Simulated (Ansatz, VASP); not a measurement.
One calculation of TiGe, two programs

File POSCAR:

```
TiGe
1.0
    0.0000000000      2.8894225255      2.8894225255
    2.8894225255      0.0000000000      2.8894225255
    2.8894225255      2.8894225255      0.0000000000
Ti Ge
1 1
Direct
    0.0000000000      0.0000000000      0.0000000000
    0.2500000000      0.2500000000      0.2500000000
```

INCAR.step1

```
SYSTEM = TiGe
ALGO     = Normal         ! electronic algorithm
EDIFF    = 1E-5           ! SCF threshold, eV
ENCUT    = 520            ! plane-wave cutoff, eV
GGA      = PE             ! functional
ISIF     = 2              ! what is computed and relaxed
ISMEAR   = 0              ! smearing method
LASPH    = .TRUE.         ! aspherical terms in the spheres
LCHARG   = .FALSE.        ! write CHGCAR
LREAL    = .FALSE.        ! projectors in reciprocal space
LWAVE    = .TRUE.         ! write WAVECAR
NBANDS   = 20             ! bands
NELM     = 100            ! most SCF steps
PREC     = Accurate       ! precision mode
SIGMA    = 0.05           ! smearing width, eV
```

Contents of INCAR.step2:

```
SYSTEM = TiGe
ALGO     = Normal         ! electronic algorithm
EDIFF    = 1E-6           ! SCF threshold, eV
ENCUT    = 520            ! plane-wave cutoff, eV
GGA      = PE             ! functional
HFSCREEN = 0.2079         ! screening, 1/A
ISIF     = 2              ! what is computed and relaxed
ISMEAR   = 0              ! smearing method
ISTART   = 1            
LASPH    = .TRUE.         ! aspherical terms in the spheres
LCHARG   = .FALSE.        ! write CHGCAR
LHFCALC  = .TRUE.         ! exact exchange
LREAL    = .FALSE.        ! projectors in reciprocal space
LWAVE    = .FALSE.        ! write WAVECAR
NBANDS   = 20             ! bands
NELM     = 100            ! most SCF steps
PREC     = Accurate       ! precision mode
PRECFOCK = Normal       
SIGMA    = 0.05           ! smearing width, eV
```

KPOINTS

```
k-points
0
G
  6 6 6
  0 0 0
```

Input for Ansatz:

```yaml
crystal:
  lattice:
    - [0.0, 2.8894225255, 2.8894225255]
    - [2.8894225255, 0.0, 2.8894225255]
    - [2.8894225255, 2.8894225255, 0.0]
  atoms:
    - { symbol: Ti, position: [0.0, 0.0, 0.0] }
    - { symbol: Ge, position: [0.25, 0.25, 0.25] }
basis:
  ecutwfc: 420
kpoints:
  mp_grid: { grid: [6, 6, 6] }
hamiltonian:
  xc: hse06
scf:
  occupations: { method: gaussian, width: 0.05 }
output:
  forces: true
  stress: true
  eigenvalues: true
```

Alike in both runs: task single point; functional HSE06; k mesh 6 × 6 × 6; occupations gaussian, width 0.05 eV; no spin polarisation.

|  | VASP | Ansatz |
| --- | --- | --- |
| version | VASP 6.6.1 | Ansatz 0.2.0 |
| potentials or method | VASP PAW PBE potentials, release 64 (Ti_sv, Ge_d), cutoff 520 eV | scalar-relativistic, plane waves, PAW |
| valence electrons in the cell | 26 | 26 |

VASP gave:

```
gap on the k mesh at the Fermi level (eV) : 0.65
least direct gap on the mesh (eV)         : 0.67
pressure (GPa)                            : 1.5
```

Question: Which values does Ansatz return?

Answer: gap on the k mesh at the Fermi level (eV): 0.65; least direct gap on the mesh (eV): 0.67; pressure (GPa): 1.6.

With one functional, cell and mesh, what is left measures potentials, basis and numerics. Ansatz's warnings: stress exchange threshold loose, stress scf threshold loose.
